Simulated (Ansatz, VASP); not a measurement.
# Two plane-wave programs on LiCl

```
CELL_PARAMETERS angstrom
-0.05845 2.49759 2.49759
2.49759 -0.05845 2.49759
2.49759 2.49759 -0.05845
ATOMIC_POSITIONS crystal
Li 0.00000 0.00000 0.00000
Cl 0.50000 0.50000 0.50000
```

Change from the starting cell: shear_111 strain -3.4%.

Alike in both runs: task single point; functional PBE; k mesh 8 × 8 × 8; occupations fermi-dirac, width 0.02 eV; no spin polarisation.

```csv
,VASP,Ansatz
version,VASP 6.6.1,Ansatz 0.2.0
potentials or method,"VASP PAW PBE potentials, release 64 (Li_sv, Cl)","plane waves, PAW"
plane-wave cutoff (eV),520,420
valence electrons in the cell,10,10
```

```tsv
	VASP	Ansatz	Ansatz less VASP
gap on the k mesh at the Fermi level (eV)	6.46	6.44	-0.013
```

The functional is the same, so the differences come from potentials, cutoffs and numerics.

Noted on VASP's run: the cutoff is short for stress, so the pressure is rough.
